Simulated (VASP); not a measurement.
Set up this calculation in VASP 6.6.1, as the native input.

| Item | Value |
| --- | --- |
| Task | single point |
| Functional | HSE06 |
| Potentials or basis | VASP PAW PBE potentials, release 64 (Al, N) |
| Cutoff | 520 eV |
| k mesh | 8 × 8 × 8 |
| Occupations | gaussian, width 0.01 eV |
| Spin | no spin polarisation |
| Dipole correction | no |
| Grid for exact exchange (PRECFOCK) | Normal |
| Further INCAR settings | ALGO = Normal; EDIFF = 1e-06; NBANDS = 11 |
| Share of exact exchange | 0.25 |
| Screening parameter | 0.2079 1/Å |

Crystal: AlN.

```xyz
2
Lattice="0.0392 2.1803 2.1803 2.1803 0.0392 2.1803 2.1803 2.1803 0.0392" Properties=species:S:1:pos:R:3 pbc="T T T"
Al    0.0057    0.0057    0.0057
N     1.0943    1.0943    1.0943
```

This cell differs from its parent crystal: epitaxial 111 strain -2.0%.

These files were run (other wordings do the same):

POSCAR

```
AlN
1.0
    0.0391562402      2.1803351244      2.1803351244
    2.1803351244      0.0391562402      2.1803351244
    2.1803351244      2.1803351244      0.0391562402
Al N
1 1
Direct
    0.0012889231      0.0012889231      0.0012889231
    0.2487110769      0.2487110769      0.2487110769
```

INCAR.step1

```
SYSTEM = AlN
ALGO = Normal ; EDIFF = 1E-5
ENCUT = 520 ; GGA = PE
ISIF = 2 ; ISMEAR = 0
LASPH = .True. ; LREAL = .False.
LWAVE = .True. ; NBANDS = 11
NELM = 80 ; PREC = Accurate
SIGMA = 0.01
```

INCAR.step2

```
SYSTEM = AlN
ALGO = Normal ; EDIFF = 1E-6
ENCUT = 520 ; GGA = PE
HFSCREEN = 0.2079 ; ISIF = 2
ISMEAR = 0 ; ISTART = 1
LASPH = .True. ; LCHARG = .True.
LELF = .True. ; LHFCALC = .True.
LREAL = .False. ; LVHAR = .True.
LWAVE = .False. ; NBANDS = 11
NELM = 80 ; PREC = Accurate
PRECFOCK = Normal ; SIGMA = 0.01
```

KPOINTS

```
k-points
0
Gamma
  8 8 8
  0 0 0
```

Potentials or basis: VASP PAW PBE potentials, release 64 (Al, N).

The run is started by

```bash
$ cat potpaw_PBE.64/Al/POTCAR potpaw_PBE.64/N/POTCAR > POTCAR
$ cp INCAR.step1 INCAR
$ mpirun -np 1 vasp_std > vasp.out
$ cp INCAR.step2 INCAR
$ mpirun -np 1 vasp_std > vasp.out
```

It gave:

The pressure is 6.7 GPa, the largest force is 0.004 eV/Å and the band gap on the k mesh is 4.49 eV (least direct gap 5.76 eV).

Caveat: the cell differs from its parent crystal (epitaxial 111 strain -2.0%); the cell stands under pressure; the structure was generated, so it needn't be the stable form of AlN; the PAW data sets were made with another functional, which shifts forces and pressure a little.

Wall time 55 min on 1 thread of Oxide Virtual Turin-like Processor (shared host), peak memory 0.23 GiB.
